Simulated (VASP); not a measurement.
Write the native input for VASP 6.6.1 that does the following.

* Task: single point
* Functional: PBEsol
* Potentials or basis: VASP PAW PBE potentials, release 64 (Mg)
* Cutoff: 520 eV
* k mesh: 16 × 16 × 16
* Occupations: gaussian, width 0.1 eV
* Spin: no spin polarisation
* Dipole correction: no
* Further INCAR settings: ALGO = Fast; EDIFF = 1e-06; NBANDS = 7

The structure of Mg lies in POSCAR:

```
Mg
1.0
   -1.7783509362      1.7783509362      1.7783509362
    1.7783509362     -1.7783509362      1.7783509362
    1.7783509362      1.7783509362     -1.7783509362
Mg
1
Direct
    0.0000000000      0.0000000000      0.0000000000
```

This isn't the form of Mg at room conditions, which is hcp.

These files were run (other wordings do the same):

INCAR

```
SYSTEM = Mg
  PREC = Accurate
  ENCUT = 520
  EDIFF = 1E-6
  ISMEAR = 0
  SIGMA = 0.1
  LREAL = .FALSE.
  LASPH = .TRUE.
  NELM = 100
  ALGO = Fast
  ISIF = 2
  LWAVE = .FALSE.
  LCHARG = .TRUE.
  GGA = PS
  LELF = .TRUE.
  LVHAR = .TRUE.
  NBANDS = 7
```

KPOINTS

```
regular mesh
0
G
  16 16 16
  0 0 0
```

Potentials or basis: VASP PAW PBE potentials, release 64 (Mg).

Launch:

```console
$ cat potpaw_PBE.64/Mg/POTCAR > POTCAR
$ mpirun -np 1 vasp_std > vasp.out
```

Results of the run:

```
Pressure               : -0.1 GPa
Band gap on the k mesh : zero (bands 1 and 2 overlap by 4.82 eV)
```

Caveat: the PAW data sets were made with another functional, which shifts forces and pressure a little.

It took 20 s on 1 thread of Intel Xeon 8259CL (shared host), peak memory 0.15 GiB.
